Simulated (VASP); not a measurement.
Wanted: the native input for a VASP 6.6.1 run.

```
Task                      : relaxation of the atoms
Functional                : PBEsol
Potentials or basis       : VASP PAW PBE potentials, release 64 (Ti_sv)
Cutoff                    : 520 eV
k mesh                    : 10 × 10 × 1
Occupations               : gaussian, width 0.1 eV
Spin                      : no spin polarisation
Dipole correction         : yes
Atoms held fixed (from 0) : [0, 1]
Further INCAR settings    : ALGO = Normal; EDIFF = 1e-06; IBRION = 2; EDIFFG = -0.03; NSW = 90
```

The structure of Ti lies in POSCAR:

```
Ti
1.0
    2.8679135956      0.0000000000      0.0000000000
    0.0000000000      2.8679135956      0.0000000000
    0.0000000000      0.0000000000     23.0837634540
Ti
4
Selective dynamics
Direct
    0.5000000000      0.5000000000      0.3682241857  F F F
    0.0000000000      0.0000000000      0.4560747286  F F F
    0.5000000000      0.5000000000      0.5439252714  T T T
    0.0000000000      0.0000000000      0.6317758143  T T T
```

One way to write it, as run:

INCAR

```
SYSTEM = Ti
ALGO = Normal ; DIPOL = 0.5 0.5 0.500
EDIFF = 1E-6 ; EDIFFG = -0.03
ENCUT = 520 ; GGA = PS
IBRION = 2 ; IDIPOL = 3
ISIF = 2 ; ISMEAR = 0
LASPH = .True. ; LCHARG = .False.
LDIPOL = .True. ; LREAL = .False.
LWAVE = .False. ; NELM = 100
NSW = 90 ; PREC = Accurate
SIGMA = 0.1
```

KPOINTS

```
k-points
0
Gamma
  10 10 1
  0 0 0
```

Potentials or basis: VASP PAW PBE potentials, release 64 (Ti_sv).

Run with:

```bash
$ cat potpaw_PBE.64/Ti_sv/POTCAR > POTCAR
$ mpirun -np 1 vasp_std > vasp.out
```

It gave:

| Quantity | Value |
| --- | --- |
| Energy gained by relaxing | 13.8 meV/atom |
| Ionic steps | 3 |
| Band gap on the k mesh | zero (bands 24 and 25 overlap by 0.31 eV) |

Wall time 6.4 min on 1 thread of Intel(R) Xeon(R) Platinum 8259CL CPU @ 2.50GHz (Skylake/Cascade Lake), on a shared host, peak memory 0.35 GiB.
